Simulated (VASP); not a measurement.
Runs of VASP 6.6.1 on Ga. The structure is that of space group Fd-3m (No. 227), or close to it. The cells are those of the table. This isn't the form of Ga at room conditions, which is orthorhombic.

| level | spin | cell | gap on the mesh (eV) | pressure (GPa) |
| --- | --- | --- | --- | --- |
| PBEsol | off | a = 3.121 Å, angles 60.0°, 2 atoms | none | 223.7 |
| PBEsol | collinear | a = 4.073 Å, angles 60.0°, 2 atoms | none | 0.0 |
| RPBE | off | a = 4.073 Å, angles 60.0°, 2 atoms | none | (a) |
| PBEsol | off | a = 3.843 Å, angles 60.0°, 2 atoms | none | 11.4 |

Alike in all rows: task single point; potentials or basis VASP PAW PBE potentials, release 64 (Ga_d); k mesh 13 × 13 × 13; cutoff (eV) 500; smearing fermi-dirac 0.08 eV.

Q: Fill in the values left out.

A: (a) 4.5.

Caveats: the PAW data sets were made with another functional, which shifts forces and pressure a little; the cell stands under pressure (at least some runs).

A k mesh can miss the band edges, and the runs leave out spin-orbit coupling on Ga.

A gap of «none» marks levels without a gap at the run's occupations.
